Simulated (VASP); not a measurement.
Here is a VASP 6.6.1 calculation.

File INCAR:

```
PREC     = Accurate       # precision mode
ENCUT    = 520            # plane-wave cutoff, eV
EDIFF    = 1E-6           # SCF threshold, eV
ISMEAR   = 0              # smearing method
SIGMA    = 0.15           # smearing width, eV
LREAL    = False          # projectors in reciprocal space
LASPH    = True           # aspherical terms in the spheres
NELM     = 100            # most SCF steps
ALGO     = Fast           # electronic algorithm
ISIF     = 2              # what is computed and relaxed
LWAVE    = False          # write WAVECAR
LCHARG   = False          # write CHGCAR
GGA      = PE             # functional
IVDW     = 12             # dispersion correction
NBANDS   = 8              # bands
```

File KPOINTS:

```
Automatic mesh
0
Gamma
  26 26 26
```

POSCAR

```
Al
1.0
    0.0000000000      1.8320538030      1.9913628294
    1.8320538030      0.0000000000      1.9913628294
    1.8320538030      1.8320538030      0.0000000000
Al
1
Direct
    0.0000000000      0.0000000000      0.0000000000
```

Potentials or basis: VASP PAW PBE potentials, release 64 (Al).

Launch:

```sh
$ cat potpaw_PBE.64/Al/POTCAR > POTCAR
$ mpirun -np 1 vasp_std > vasp.out
```

Task: What does it give for the pressure?

Result: 21.7 GPa.

Task: What does it give for the dispersion energy per atom?

Result: -0.419 eV.

Stress tensor (GPa, compression positive):
```
25.49  0.00  0.00
 0.00 25.49  0.00
 0.00  0.00 14.14
```

Caveat: the cell differs from its parent crystal (strain -0.080 along x and y, +0.000 along z); pairwise dispersion overbinds metals, which lowers pressure and volume.
